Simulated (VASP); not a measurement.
Write the native input for VASP 6.6.1 that does the following.

* Task: single point
* Functional: LDA
* Potentials or basis: VASP PAW LDA potentials, release 64 (Al, Co)
* Cutoff: 600 eV
* k mesh: 10 × 10 × 10
* Occupations: fermi-dirac, width 0.0272 eV
* Spin: no spin polarisation
* Dipole correction: no
* Further INCAR settings: ALGO = Normal; EDIFF = 1e-06; NBANDS = 13

The structure of AlCo lies in POSCAR:

```
AlCo
1.0
    2.8194032100      0.0000000000      0.0000000000
    0.0000000000      2.8194032100      0.0000000000
    0.0000000000      0.0000000000      2.8194032100
Al Co
1 1
Direct
    0.0000000000      0.0000000000      0.0000000000
    0.5000000000      0.5000000000      0.5000000000
```

These files were run (other wordings do the same):

INCAR

```
SYSTEM = AlCo
ALGO = Normal ; EDIFF = 1E-6
ENCUT = 600 ; GGA_COMPAT = .False.
ISIF = 2 ; ISMEAR = -1
LASPH = .True. ; LCHARG = .True.
LELF = .True. ; LREAL = .False.
LVHAR = .True. ; LWAVE = .False.
NBANDS = 13 ; NELM = 120
PREC = Accurate ; SIGMA = 0.0272
```

KPOINTS

```
k-points
0
Gamma
  10 10 10
  0 0 0
```

Potentials or basis: VASP PAW LDA potentials, release 64 (Al, Co).

The run is started by

```bash
$ cat potpaw_LDA.64/Al/POTCAR potpaw_LDA.64/Co/POTCAR > POTCAR
$ mpirun -np 1 vasp_std > vasp.out
```

It gave:

| Quantity | Value |
| --- | --- |
| Pressure | -5.2 GPa |
| Band gap on the k mesh | zero (bands 6 and 7 overlap by 2.73 eV) |

Caveat: the cell stands under tension; the run has no spin polarisation, though such a crystal can be magnetic.

It took 14 s on 1 thread of Intel(R) Xeon(R) Platinum 8259CL CPU @ 2.50GHz (Skylake/Cascade Lake), on a shared host, peak memory 0.14 GiB.
